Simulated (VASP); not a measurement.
Write the native input for VASP 6.6.1 that does the following.

| Item | Value |
| --- | --- |
| Task | single point |
| Functional | PBE |
| Potentials or basis | VASP PAW PBE potentials, release 64 (Cu, H) |
| Cutoff | 520 eV |
| k mesh | 1 × 2 × 1 |
| Occupations | fermi-dirac, width 0.05 eV |
| Spin | no spin polarisation |
| Dipole correction | no |
| Further INCAR settings | LREAL = Auto; ALGO = Normal; EDIFF = 1e-06; NBANDS = 116 |

The structure of Cu9H lies in POSCAR:

```
Cu9H
1.0
   10.8300000000      0.0000000000      0.0000000000
    0.0000000000      5.1053110000      0.0000000000
    0.0000000000      0.0000000000     15.5526550000
Cu H
18 2
Direct
    0.0000000000      0.0000000000      0.0642977035
    0.3333333333      0.0000000000      0.0642977035
    0.6666666667      0.0000000000      0.0642977035
    0.0000000000      0.5000087164      0.0642977035
    0.3333333333      0.5000087164      0.0642977035
    0.6666666667      0.5000087164      0.0642977035
    0.1665373961      0.2500533268      0.1460265144
    0.5000646353      0.2504646632      0.1460522335
    0.8333333333      0.2502100264      0.1462386969
    0.1668605725      0.7499249311      0.1461936885
    0.4999815328      0.7496115320      0.1460393740
    0.8333979686      0.7498074064      0.1462837053
    0.0000000000      0.0000391749      0.2265400988
    0.3326408126     -0.0017432826      0.2245082913
    0.6667774700     -0.0000783498      0.2265015202
   -0.0000554017      0.4999695415      0.2266108263
    0.3334903047      0.5005963398      0.2264050736
    0.6667220683      0.5000674787      0.2265786774
    0.3332686981     -0.1350554354      0.3355439955
    0.3994552170      0.2951436259      0.2929403372
```

These files were run (other wordings do the same):

INCAR

```
  PREC = Accurate
  ENCUT = 520
  EDIFF = 1E-6
  ISMEAR = -1
  SIGMA = 0.05
  LREAL = Auto
  LASPH = True
  NELM = 100
  ALGO = Normal
  ISIF = 2
  LWAVE = False
  LCHARG = True
  GGA = PE
  LELF = True
  LVHAR = True
  NBANDS = 116
```

KPOINTS

```
regular mesh
0
Gamma
  1 2 1
```

Potentials or basis: VASP PAW PBE potentials, release 64 (Cu, H).

Run with:

```bash
$ cat potpaw_PBE.64/Cu/POTCAR potpaw_PBE.64/H/POTCAR > POTCAR
$ mpirun -np 1 vasp_std > vasp.out
```

It gave:

- Largest force: 2.182 eV/Å
- Band gap on the k mesh: 0.17 eV

Caveat: the k points lie up to 0.62 Å⁻¹ apart; there is no dipole correction, which matters where the two faces differ.

It took 5.6 min on 1 thread of Intel(R) Xeon(R) 6975P-C (Granite Rapids), with other jobs on the host, peak memory 0.81 GiB.
